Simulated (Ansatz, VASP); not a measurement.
## BeS in VASP and in Ansatz

```
Be S
1.0
     0.00000    2.45691    2.45691
     2.45691    0.00000    2.45691
     2.45691    2.45691    0.00000
Be S
1 1
Direct
  0.00000 0.00000 0.00000
  0.75000 0.75000 0.75000
```

Change from the starting cell: functional pbesol, volume scaled by 1.04.

Alike in both runs: task single point; functional PBEsol; k mesh 9 × 9 × 9; occupations fermi-dirac, width 0.02 eV; no spin polarisation.

|  | VASP | Ansatz |
| --- | --- | --- |
| version | VASP 6.6.1 | Ansatz 0.2.0 |
| potentials or method | VASP PAW PBE potentials, release 64 (Be, S), cutoff 520 eV | all-electron LAPW, scalar-relativistic |

VASP gave:

* gap on the k mesh at the Fermi level (eV): 3.11
* pressure (GPa): -4.0

Q: Estimate Ansatz's values.

A: gap on the k mesh at the Fermi level (eV): 3.10; pressure (GPa): -4.2.

VASP's potentials were made for PBE, not for PBEsol. Ansatz ran all-electron here, and VASP with PAW potentials.
